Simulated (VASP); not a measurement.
A run of VASP 6.6.1 is set up as follows.

The input INCAR:

```
SYSTEM = Bi2Pd3Br
PREC = Accurate
ENCUT = 600
EDIFF = 1E-6
ISMEAR = 0
SIGMA = 0.2
LREAL = .FALSE.
LASPH = .TRUE.
NELM = 100
ALGO = Normal
ISIF = 3
LWAVE = .FALSE.
LCHARG = .FALSE.
GGA = PE
IBRION = 2
NSW = 36
EDIFFG = -0.08
```

File KPOINTS:

```
regular mesh
0
G
  4 4 2
  0 0 0
```

The input POSCAR:

```
Bi2Pd3Br
1.0
    4.3195906500      0.0000000000      0.0000000000
    0.0000000000      4.3195906500      0.0000000000
    0.0000000000      0.0000000000      7.9759707600
Bi Pd Br
2 3 1
Direct
    0.5000000000      0.5000000000      0.7576050900
    0.5000000000      0.5000000000      0.2423949100
    0.0000000000      0.0000000000      0.5000000000
    0.0000000000      0.0000000000      0.2368543500
    0.0000000000      0.0000000000      0.7631456500
    0.0000000000      0.0000000000      0.0000000000
```

Potentials or basis: VASP PAW PBE potentials, release 64 (Bi_d, Pd, Br).

Launch:

```bash
$ cat potpaw_PBE.64/Bi_d/POTCAR potpaw_PBE.64/Pd/POTCAR potpaw_PBE.64/Br/POTCAR > POTCAR
$ mpirun -np 1 vasp_std > vasp.out
```

(1) Predict the band gap on the k mesh.

(2) Predict the relaxed volume.

(3) Estimate the relaxed cell.

(4) Predict the space group after relaxing (to 0.1 Å).

Results:

(1) zero (an odd number of electrons rules out a gap without spin polarisation).

(2) 24.52 Å³/atom.

(3) a = 3.729 Å, b = 3.729 Å, c = 10.582 Å, α = 90.00°, β = 90.00°, γ = 90.00°.

(4) P4/mmm (No. 123).

Caveat: the k points lie up to 0.42 Å⁻¹ apart in the final cell, too coarse for converged energies and pressures of a metal; a cell axis changed by over 15 % at a fixed basis, so the end point is rough; spin-orbit coupling is left out, which moves the levels of the heavy elements; an odd number of electrons without spin polarisation forces a metal; a magnetic or distorted state may lie lower.
